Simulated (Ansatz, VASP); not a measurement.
**RbBr: VASP beside Ansatz**

The input POSCAR:

```
RbBr
1.0
    3.9374245855      0.0000000000      0.0000000000
    0.0000000000      3.9374245855      0.0000000000
    0.0000000000      0.0000000000      3.9374245855
Rb Br
1 1
Direct
    0.0000000000      0.0000000000      0.0000000000
    0.5000000000      0.5000000000      0.5000000000
```

Contents of INCAR.step1:

```
SYSTEM = RbBr
ALGO = Normal ; EDIFF = 1E-5
ENCUT = 520 ; GGA = PE
ISIF = 2 ; ISMEAR = 0
LASPH = .TRUE. ; LCHARG = .FALSE.
LREAL = .FALSE. ; LWAVE = .TRUE.
NBANDS = 15 ; NELM = 80
PREC = Accurate ; SIGMA = 0.01
```

INCAR.step2

```
SYSTEM = RbBr
ALGO = Normal ; EDIFF = 1E-6
ENCUT = 520 ; GGA = PE
HFSCREEN = 0.2079 ; ISIF = 2
ISMEAR = 0 ; ISTART = 1
LASPH = .TRUE. ; LCHARG = .FALSE.
LHFCALC = .TRUE. ; LREAL = .FALSE.
LWAVE = .FALSE. ; NBANDS = 15
NELM = 80 ; PREC = Accurate
PRECFOCK = Normal ; SIGMA = 0.01
```

Contents of KPOINTS:

```
k-points
0
G
  4 4 4
  0 0 0
```

Input for Ansatz:

```yaml
crystal:
  lattice:
    - [3.9374245855, 0.0, 0.0]
    - [0.0, 3.9374245855, 0.0]
    - [0.0, 0.0, 3.9374245855]
  atoms:
    - { symbol: Rb, position: [0.0, 0.0, 0.0] }
    - { symbol: Br, position: [0.5, 0.5, 0.5] }
kpoints:
  mp_grid: { grid: [4, 4, 4] }
  band_path:
    path:
      - [0.0, 0.0, 0.0]
      - [0.0, 0.5, 0.0]
      - [0.5, 0.5, 0.0]
      - [0.5, 0.5, 0.5]
      - [0.0, 0.5, 0.5]
    npoints: 1
hamiltonian:
  xc: hse06
scf:
  occupations: { method: fixed }
  n_extra_bands: 4
output:
  forces: true
  stress: true
  eigenvalues: true
```

Change from the starting cell: hydrostatic strain -4.5%.

Alike in both runs: task single point; functional HSE06; k mesh 4 × 4 × 4; no spin polarisation.

```csv
,VASP,Ansatz
version,VASP 6.6.1,Ansatz 0.2.0
potentials or method,"VASP PAW PBE potentials, release 64 (Rb_sv, Br)","plane waves, PAW"
plane-wave cutoff (eV),520,420
occupations,"gaussian, width 0.01 eV",fixed
valence electrons in the cell,16,16
```

```csv
,VASP,Ansatz,Ansatz less VASP
gap on the k mesh at the Fermi level (eV),5.85,5.86,+0.002
pressure (GPa),3.9,3.8,-0.02
```

Ansatz's warnings: stress exchange threshold loose, stress scf threshold loose.
